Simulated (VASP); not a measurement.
# Na3ZrB (P4/mmm) in VASP: further runs

The runs below take Na3ZrB through single point, relaxation of cell and atoms, with PBE.

Program: VASP 6.6.1. These are calculated values, not measurements. Logs are shortened: lines on timing, memory, paths and dates and some standing lists are left out, and cuts for length are marked.

## Step 1: The cell of the first run

The typed cell holds 5 atoms: a = 4.995 Å, b = 4.995 Å, c = 4.996 Å, α = 90.00°, β = 90.00°, γ = 90.00°.

## Step 2: Single point, PBE

INCAR

```
SYSTEM = Na3ZrB
PREC     = Accurate       ! precision mode
ENCUT    = 520            ! plane-wave cutoff, eV
EDIFF    = 1E-6           ! SCF threshold, eV
ISMEAR   = 0              ! smearing method
SIGMA    = 0.1            ! smearing width, eV
LREAL    = .FALSE.        ! projectors in reciprocal space
LASPH    = .TRUE.         ! aspherical terms in the spheres
NELM     = 100            ! most SCF steps
ALGO     = Normal         ! electronic algorithm
ISIF     = 2              ! what is computed and relaxed
LWAVE    = .FALSE.        ! write WAVECAR
LCHARG   = .FALSE.        ! write CHGCAR
GGA      = PE             ! functional
NBANDS   = 26             ! bands
```

KPOINTS

```
regular mesh
0
G
  4 4 4
  0 0 0
```

POSCAR

```
Na3ZrB
1.0
    4.9947232088      0.0000000000      0.0000000000
    0.0000000000      4.9947232088      0.0000000000
    0.0000000000      0.0000000000      4.9958322978
Na Zr B
3 1 1
Direct
    0.5000000000      0.5000000000      0.0000000000
    0.5000000000      0.0000000000      0.5000000000
    0.0000000000      0.5000000000      0.5000000000
    0.0000000000      0.0000000000      0.0000000000
    0.5000000000      0.5000000000      0.5000000000
```

Potentials or basis: VASP PAW PBE potentials, release 64 (Na_pv, Zr_sv, B).

The run is started by

```bash
> cat potpaw_PBE.64/Na_pv/POTCAR potpaw_PBE.64/Zr_sv/POTCAR potpaw_PBE.64/B/POTCAR > POTCAR
> mpirun -np 1 vasp_std > vasp.out
```

OUTCAR:

```text
SYSTEM = Na3ZrB
   PREC = Accurate
   ENCUT = 520
   EDIFF = 1E-6
   ISMEAR = 0
   LREAL = .FALSE.
   LASPH = .TRUE.
   NELM = 100
   ISIF = 2
   GGA = PE

 ion  position               nearest neighbor table
   1  0.500  0.500  0.000-
   2  0.500  0.000  0.500-
   3  0.000  0.500  0.500-
   4  0.000  0.000  0.000-
   5  0.500  0.500  0.500-

  LATTYP: Found a simple tetragonal cell.
 ALAT       =     4.9947232088
 C/A-ratio  =     1.0002220521

  Lattice vectors:

 A1 = (   4.9947232088,   0.0000000000,   0.0000000000)
 A2 = (   0.0000000000,   4.9947232088,   0.0000000000)
 A3 = (   0.0000000000,   0.0000000000,   4.9958322978)

Analysis of symmetry for initial positions (statically):
=====================================================================
 Subroutine PRICEL returns:
 Original cell was already a primitive cell.

 Routine SETGRP: Setting up the symmetry group for a
 simple tetragonal supercell.

 Subroutine GETGRP returns: Found 16 space group operations
 (whereof 16 operations were pure point group operations)
 out of a pool of 16 trial point group operations.

The static configuration has the point symmetry D_4h.

Analysis of symmetry for dynamics (positions and initial velocities):
=====================================================================
 Subroutine PRICEL returns:
 Original cell was already a primitive cell.

 Routine SETGRP: Setting up the symmetry group for a
 simple tetragonal supercell.

 Subroutine GETGRP returns: Found 16 space group operations
 (whereof 16 operations were pure point group operations)
 out of a pool of 16 trial point group operations.

The dynamic configuration has the point symmetry D_4h.

 Subroutine INISYM returns: Found 16 space group operations
 (whereof 16 operations are pure point group operations),
 and found     1 'primitive' translations

----------------------------------------------------------------------------------------

                                     Primitive cell

  volume of cell :     124.6323

  direct lattice vectors                    reciprocal lattice vectors
     4.994723209  0.000000000  0.000000000     0.200211295  0.000000000  0.000000000
     0.000000000  4.994723209  0.000000000     0.000000000  0.200211295  0.000000000
[... 83 lines left out ...]
   NELM   =    100;   NELMIN=  2; NELMDL= -5     # of ELM steps
   EDIFF  = 0.1E-05   stopping-criterion for ELM
   LREAL  =      F    real-space projection
   EDIFFG = 0.1E-04   stopping-criterion for IOM
   NSW    =      0    number of steps for IOM
   IBRION =     -1    ionic relax: 0-MD 1-quasi-New 2-CG
   NFREE  =      0    steps in history (QN), initial steepest desc. (CG)
   ISIF   =      2    stress and relaxation
   ISYM   =      2    0-nonsym 1-usesym 2-fastsym
   POTIM  = 0.5000    time-step for ionic-motion
   TEBEG  =    0.0;   TEEND  =   0.0 temperature during run
   PSTRESS=    0.0 pullay stress
   NELECT =      36.0000    total number of electrons
   NUPDOWN=      -1.0000    fix difference up-down
   EMIN   =  10.00;   EMAX   =-10.00  energy-range for DOS
   EFERMI =   0.00;   METHOD = LEGACY
   ISMEAR =     0;   SIGMA  =   0.10  broadening in eV -4-tet -1-fermi 0-gaus
   EFERMI_NEDOS =   21; number of points for ismear=-14 and -15
   IALGO  =     38    algorithm
   IMIX   =      4    mixing-type and parameters
     AMIX     =   0.40;   BMIX     =  1.00
     AMIX_MAG =   1.60;   BMIX_MAG =  1.00
  volume/ion in A,a.u.               =      24.93       168.21
  Fermi-wavevector in a.u.,A,eV,Ry     =   1.082178  2.045020 15.933913  1.171110
  Thomas-Fermi vector in A             =   2.218213
   LORBIT       =      0    0 simple, 1 ext, 2 COOP (PROOUT), +10 PAW based schemes
   GGA     = PE    functional components
   LHFCALC =     F    Hartree Fock is set to
   AEXX    =    0.0000 exact exchange contribution
   IVDW    =     0    specifies the selected vdW correction
   LEPSILON=     F    determine dielectric tensor
   LRPA    =     F    only Hartree local field effects (RPA)
 non-spin polarized calculation
 Gauss-broadening in eV      SIGMA  =   0.10
  energy-cutoff  :      520.00
  volume of cell :      124.63
 maximum number of plane-waves:      3407
 NGX is ok and might be reduce to    40
   NGX = 19   NGY = 19   NGZ = 19

 number of electron      35.9999956 magnetization

 Free energy of the ion-electron system (eV)
  ---------------------------------------------------
  ext. energy  EPLUGINS =         0.00000000
  ---------------------------------------------------
  free energy    TOTEN  =       -12.38744929 eV

  energy without entropy =      -12.35713557  energy(sigma->0) =      -12.37229243

 E-fermi :   2.0521     XC(G=0):  -8.2724

 val. band max:        2.0499964411   @ k =   0.5000   0.2500   0.2500
 cond. band min:       2.1143685025   @ k =   0.0000   0.0000   0.0000
 fundamental gap:      0.0643720614
 Fermi energy:         2.0520865131

 k-point     1 :       0.0000    0.0000    0.0000
  band No.  band energies     occupation
      1     -48.1094      2.00000
      2     -26.0777      2.00000
      3     -26.0775      2.00000
      4     -26.0775      2.00000
      5     -21.1896      2.00000
      6     -21.1896      2.00000
[... 511 lines left out ...]
     25       3.4628      0.00000
     26       3.4629      0.00000

------------------------ aborting loop because EDIFF is reached ----------------------------------------

  FORCE on cell =-STRESS in cart. coord.  units (eV):
  Direction    XX          YY          ZZ          XY          YZ          ZX
  --------------------------------------------------------------------------------------
  -------------------------------------------------------------------------------------
  Total        0.0483427      0.0483427      0.0405198      0.0000000     -0.0000000      0.0000000
  in kB        0.6214568      0.6214568      0.5208917      0.0000000     -0.0000000      0.0000000
  external PRESSURE =       0.5879351 kB  Pullay stress =       0.0000000 kB

 VOLUME and BASIS-vectors are now :
 -----------------------------------------------------------------------------
  energy-cutoff  :      520.00
  volume of cell :      124.63
      direct lattice vectors                 reciprocal lattice vectors
     4.994723209  0.000000000  0.000000000     0.200211295  0.000000000  0.000000000
     0.000000000  4.994723209  0.000000000     0.000000000  0.200211295  0.000000000
     0.000000000  0.000000000  4.995832298     0.000000000  0.000000000  0.200166847

 POSITION                                       TOTAL-FORCE (eV/Angst)
 -----------------------------------------------------------------------------------
      2.49736      2.49736      0.00000         0.000000      0.000000      0.000000
      2.49736      0.00000      2.49792         0.000000      0.000000      0.000000
      0.00000      2.49736      2.49792         0.000000      0.000000      0.000000
      0.00000      0.00000      0.00000         0.000000      0.000000      0.000000
      2.49736      2.49736      2.49792         0.000000      0.000000      0.000000
 -----------------------------------------------------------------------------------
    total drift:                               -0.000000      0.000000     -0.000000

  FREE ENERGIE OF THE ION-ELECTRON SYSTEM (eV)
  ---------------------------------------------------
  free  energy   TOTEN  =       -12.3874492878 eV

  energy  without entropy=      -12.3571355673  energy(sigma->0) =      -12.37229243
```

OSZICAR:

```text
N       E                     dE             d eps       ncg     rms          rms(c)
DAV:   1     0.364551498468E+03    0.36455E+03   -0.18425E+04   936   0.146E+03
DAV:   2     0.105029118968E+02   -0.35405E+03   -0.34507E+03   972   0.405E+02
DAV:   3    -0.164441622521E+02   -0.26947E+02   -0.26399E+02  1214   0.123E+02
DAV:   4    -0.183683126305E+02   -0.19242E+01   -0.19084E+01  1514   0.245E+01
DAV:   5    -0.184180495116E+02   -0.49737E-01   -0.49354E-01  1150   0.330E+00    0.109E+01
DAV:   6    -0.189835454956E+02   -0.56550E+00   -0.11397E+02   974   0.195E+01    0.120E+01
DAV:   7    -0.127774551124E+02    0.62061E+01   -0.28660E+01  1070   0.118E+01    0.317E+00
DAV:   8    -0.126156813485E+02    0.16177E+00   -0.75500E-01   978   0.319E+00    0.227E+00
DAV:   9    -0.124008459002E+02    0.21484E+00   -0.70393E-01  1010   0.263E+00    0.884E-01
DAV:  10    -0.124237371068E+02   -0.22891E-01   -0.40186E-01  1248   0.179E+00    0.869E-01
DAV:  11    -0.124058603617E+02    0.17877E-01   -0.19571E-01  1038   0.108E+00    0.774E-01
DAV:  12    -0.123908164628E+02    0.15044E-01   -0.15187E-01  1126   0.704E-01    0.320E-01
DAV:  13    -0.123878657770E+02    0.29507E-02   -0.29073E-02  1066   0.341E-01    0.128E-01
DAV:  14    -0.123874976005E+02    0.36818E-03   -0.21225E-03   964   0.141E-01    0.454E-02
DAV:  15    -0.123874634281E+02    0.34172E-04   -0.69480E-04  1088   0.477E-02    0.234E-02
DAV:  16    -0.123874518203E+02    0.11608E-04   -0.43576E-05  1042   0.161E-02    0.105E-02
DAV:  17    -0.123874492236E+02    0.25967E-05   -0.15323E-05   998   0.107E-02    0.224E-03
DAV:  18    -0.123874492878E+02   -0.64279E-07   -0.75536E-07   598   0.375E-03
   1 F= -.12387449E+02 E0= -.12372292E+02  d E =-.303137E-01
```

Wall time 37 s (1 thread of Intel Xeon 6975P-C (Granite Rapids), shared host); peak memory 0.26 GiB.

What came out:

- Free energy: -12.3874 eV
- Pressure: 0.1 GPa
- Band gap on the k mesh: zero (bands 18 and 19 overlap by 0.77 eV)

## Step 3: Relaxation of cell and atoms, PBE

This run uses another cell than the first one, of 14.61 Å³/atom.

INCAR

```
ALGO = Normal ; EDIFF = 1E-6
EDIFFG = -0.04 ; ENCUT = 600
GGA = PE ; IBRION = 2
ISIF = 3 ; ISMEAR = 0
LASPH = T ; LCHARG = F
LREAL = F ; LWAVE = F
NELM = 80 ; NSW = 90
PREC = Accurate ; SIGMA = 0.1
```

KPOINTS

```
k-points
0
Gamma
  4 4 4
```

POSCAR, as its differences from that of step 2:

```diff
@@ -2,5 +2,5 @@
 1.0
-    4.9947232088      0.0000000000      0.0000000000
-    0.0000000000      4.9947232088      0.0000000000
-    0.0000000000      0.0000000000      4.9958322978
+    4.1740920272      0.0000000000      0.0000000000
+    0.0000000000      4.1740920272      0.0000000000
+    0.0000000000      0.0000000000      4.1930850956
 Na Zr B
```

Potentials or basis: VASP PAW PBE potentials, release 64 (Na_pv, Zr_sv, B).

The run is started by

```bash
> cat potpaw_PBE.64/Na_pv/POTCAR potpaw_PBE.64/Zr_sv/POTCAR potpaw_PBE.64/B/POTCAR > POTCAR
> mpirun -np 1 vasp_std > vasp.out
```

Run time: 1.7 min. Hardware: 1 thread of Intel Xeon 6975P-C (Granite Rapids), shared host; peak memory 0.23 GiB.

The run converged. Its results:

```yaml
Free_energy: -12.3661 eV
Relaxed_volume: 24.86 Å³/atom
Relaxed_cell: a = 4.990 Å, b = 4.990 Å, c = 4.992 Å, α = 90.00°, β = 90.00°, γ = 90.00°
Space_group_after_relaxing_to_0.1_Å: Pm-3m (No. 221)
Energy_gained_by_relaxing: 774.5 meV/atom
Ionic_steps: 5
Pressure_after_relaxing: 0.0 GPa
Band_gap_on_the_k_mesh: zero (bands 18 and 19 overlap by 0.77 eV)
```

Step by step:
```csv
step,energy change (eV),largest force (eV/Å),pressure (GPa),volume (Å³)
1,0.0000,0.0000,37.88,73.06
2,-3.8255,0.0000,1.94,116.00
3,-3.8631,0.0000,0.78,120.45
4,-3.8551,0.0000,-1.00,129.70
5,-3.8723,0.0000,0.00,124.28
```

Final structure:
```yaml
crystal:
  lattice:
    - [4.98963, 0.00000, 0.00000]
    - [0.00000, 4.98963, 0.00000]
    - [0.00000, 0.00000, 4.99201]
  atoms:
    - { symbol: Na, position: [0.50000, 0.50000, 0.00000] }
    - { symbol: Na, position: [0.50000, 0.00000, 0.50000] }
    - { symbol: Na, position: [0.00000, 0.50000, 0.50000] }
    - { symbol: Zr, position: [0.00000, 0.00000, 0.00000] }
    - { symbol: B, position: [0.50000, 0.50000, 0.50000] }
```

Levels at points of the mesh, in eV from the Fermi level:
```
           k point  band 15  band 16  band 17  band 18  band 19  band 20  band 21  band 22
(0.00, 0.00, 0.00)    -1.72    -0.42    -0.42     0.06     0.06     0.06     0.59     0.59
(0.50, 0.00, 0.00)    -2.78    -0.36    -0.36    -0.26     0.67     0.69     0.84     1.40
(0.50, 0.50, 0.00)    -1.35    -1.35    -1.26     0.13     0.31     0.31     0.51     0.81
(0.00, 0.00, 0.50)    -2.78    -0.36    -0.36    -0.26     0.69     0.84     1.40     1.40
(0.50, 0.00, 0.50)    -1.35    -1.35    -1.26     0.13     0.31     0.31     0.51     0.81
(0.50, 0.50, 0.50)    -1.32    -1.32    -1.32     0.57     0.85     0.85     0.85     0.96
```

Caveat: the k points lie up to 0.31 Å⁻¹ apart in the final cell, too coarse for converged energies and pressures of a metal; the volume moved by over 15 % at a fixed basis, so the end points are rough.
